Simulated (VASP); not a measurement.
Write the native input for VASP 6.6.1 that does the following.

```
Task                   : single point
Functional             : PBE
Potentials or basis    : VASP PAW PBE potentials, release 64 (K_sv, Mg, F)
Cutoff                 : 520 eV
k mesh                 : 6 × 6 × 6
Occupations            : gaussian, width 0.01 eV
Spin                   : no spin polarisation
Dipole correction      : no
Further INCAR settings : ALGO = Normal; EDIFF = 1e-06; NBANDS = 24
```

The structure of KMgF3 lies in POSCAR:

```
KMgF3
1.0
    4.1337004570      0.0000000000      0.0000000000
    0.0000000000      4.1337004570      0.0000000000
    0.0000000000      0.0000000000      4.1337004570
K Mg F
1 1 3
Direct
    0.5000000000      0.5000000000      0.5000000000
    0.0000000000      0.0000000000      0.0000000000
    0.5000000000      0.0000000000      0.0000000000
    0.0000000000      0.5000000000      0.0000000000
    0.0000000000      0.0000000000      0.5000000000
```

This cell differs from its parent crystal: volume changed by +6%.

The input as run:

INCAR

```
SYSTEM = KMgF3
PREC = Accurate
ENCUT = 520
EDIFF = 1E-6
ISMEAR = 0
SIGMA = 0.01
LREAL = .False.
LASPH = .True.
NELM = 80
ALGO = Normal
ISIF = 2
LWAVE = .False.
LCHARG = .True.
GGA = PE
LELF = .True.
LVHAR = .True.
NBANDS = 24
```

KPOINTS

```
regular mesh
0
Gamma
  6 6 6
  0 0 0
```

Potentials or basis: VASP PAW PBE potentials, release 64 (K_sv, Mg, F).

The run is started by

```bash
$ cat potpaw_PBE.64/K_sv/POTCAR potpaw_PBE.64/Mg/POTCAR potpaw_PBE.64/F/POTCAR > POTCAR
$ mpirun -np 1 vasp_std > vasp.out
```

It gave:

```json
{
 "Pressure": "-3.8 GPa",
 "Band gap on the k mesh": "6.53 eV, indirect (least direct gap 6.84 eV)"
}
```

Run time: 67 s on 1 thread of AMD EPYC 7R13, on a shared host, peak memory 0.16 GiB.
